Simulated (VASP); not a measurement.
The system is Ge.

```
CELL_PARAMETERS angstrom
3.02340 -3.05877 0.00000
3.02340 3.05877 0.00000
0.00000 0.00000 8.77426
ATOMIC_POSITIONS crystal
Ge 0.75472 0.63045 0.86977
Ge 0.36955 0.24528 0.13023
Ge 0.86955 0.74528 0.36977
Ge 0.25472 0.13045 0.63023
Ge 0.13045 0.25472 0.36977
Ge 0.74528 0.86955 0.63023
Ge 0.24528 0.36955 0.86977
Ge 0.63045 0.75472 0.13023
```

The cell was built from a structure type or drawn by symmetry, and may not be a known phase.

| Quantity | Value |
| --- | --- |
| Program | VASP 6.6.1 |
| Task | relaxation of cell and atoms |
| Functional | PBE |
| Potentials or basis | VASP PAW PBE potentials, release 64 (Ge_d) |
| Cutoff | 500 eV |
| k mesh | 4 × 4 × 2 |
| Occupations | gaussian, width 0.1 eV |
| Spin | no spin polarisation |

At the start: pressure 12.7 GPa; volume 20.29 Å³/atom.

Task: How do energy, volume and symmetry change on relaxing?

Result: Over 21 steps the energy falls by 139.0 meV/atom and the volume is 22.76 Å³/atom (+12.2 %); space group Ccce (No. 68, to 0.1 Å) before and after.

Step by step:
| step | energy change (eV) | largest force (eV/Å) | pressure (GPa) | volume (Å³) |
| --- | --- | --- | --- | --- |
| 1 | 0.0000 | 0.4086 | 12.69 | 162.29 |
| 2 | -0.8266 | 0.2966 | -3.34 | 202.87 |
| 3 | -1.0143 | 0.2506 | 0.23 | 188.60 |
| 4 | -1.0390 | 0.0990 | -0.12 | 190.11 |
| 5 | -1.0390 | 0.0980 | -0.13 | 190.14 |
| 6 | -1.0434 | 0.0737 | -0.09 | 189.80 |
| 7 | -1.0520 | 0.0912 | 0.02 | 188.76 |
| 8 | -1.0482 | 0.2604 | 0.23 | 186.69 |
| 9 | -1.0541 | 0.1480 | 0.10 | 188.03 |
| 10 | -1.0561 | 0.1502 | 0.07 | 187.94 |
| 11 | -1.0616 | 0.1544 | 0.04 | 187.64 |
| 12 | -1.0703 | 0.1614 | -0.07 | 187.03 |
| 13 | -1.0801 | 0.1910 | -0.19 | 185.79 |
| 14 | -1.0728 | 0.1967 | -0.51 | 183.18 |
| 15 | -1.0829 | 0.2007 | -0.27 | 185.20 |
| 16 | -1.0921 | 0.1348 | -0.15 | 184.44 |
| 17 | -1.0990 | 0.0625 | 0.19 | 182.59 |
| 18 | -1.0995 | 0.0380 | 0.12 | 182.98 |
| 19 | -1.1074 | 0.0474 | 0.06 | 182.58 |
| 20 | -1.1101 | 0.0613 | -0.02 | 182.14 |
| 21 | -1.1118 | 0.0205 | 0.01 | 182.04 |

Final structure:
```
Ge
1.0
     2.97996   -3.17021    0.00000
     2.97996    3.17021    0.00000
     0.00000    0.00000    9.63480
Ge
8
Direct
  0.76449 0.65553 0.87294
  0.34447 0.23551 0.12706
  0.84447 0.73551 0.37294
  0.26449 0.15553 0.62706
  0.15553 0.26449 0.37294
  0.73551 0.84447 0.62706
  0.23551 0.34447 0.87294
  0.65553 0.76449 0.12706
```

Caveat: the k points lie up to 0.36 Å⁻¹ apart in the final cell, too coarse for converged energies and pressures of a metal.
